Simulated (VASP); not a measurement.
Input of a VASP 6.6.1 run:

The input INCAR:

```
PREC     = Accurate       # precision mode
ENCUT    = 520            # plane-wave cutoff, eV
EDIFF    = 1E-6           # SCF threshold, eV
ISMEAR   = 0              # smearing method
SIGMA    = 0.15           # smearing width, eV
LREAL    = False          # projectors in reciprocal space
LASPH    = True           # aspherical terms in the spheres
NELM     = 80             # most SCF steps
ALGO     = Fast           # electronic algorithm
ISIF     = 2              # what is computed and relaxed
LWAVE    = False          # write WAVECAR
LCHARG   = True           # write CHGCAR
GGA      = PS             # functional
LELF     = True           # ELF
LVHAR    = True         
NBANDS   = 14             # bands
```

Contents of KPOINTS:

```
Automatic mesh
0
Gamma
  16 16 16
```

POSCAR

```
AlCu
1.0
    2.9975090000      0.0000000000      0.0000000000
    0.0000000000      2.9975090000      0.0000000000
    0.0000000000      0.0000000000      2.9975090000
Al Cu
1 1
Direct
    0.0000000000      0.0000000000      0.0000000000
    0.5000000000      0.5000000000      0.3331948294
```

Potentials or basis: VASP PAW PBE potentials, release 64 (Al, Cu).

Command:

```bash
$ cat potpaw_PBE.64/Al/POTCAR potpaw_PBE.64/Cu/POTCAR > POTCAR
$ mpirun -np 1 vasp_std > vasp.out
```

**Question.** Estimate the largest force.

**Answer.** 1.833 eV/Å.

**Question.** Estimate the band gap on the k mesh.

**Answer.** Zero (band 7 reaches 12.74 eV, above the bottom of band 8 at 7.86 eV).

**Question.** Predict the pressure.

**Answer.** 6.2 GPa.

Forces in eV/Å, atoms in the order of the input:
```
Al   0.000  0.000 -1.833
Cu   0.000  0.000  1.833
```

Caveat: the cell differs from its parent crystal (all Cu atoms moved -0.500 Å, as atom 2 along Cartesian [0 0 1]); the PAW data sets were made with another functional, which shifts forces and pressure a little.
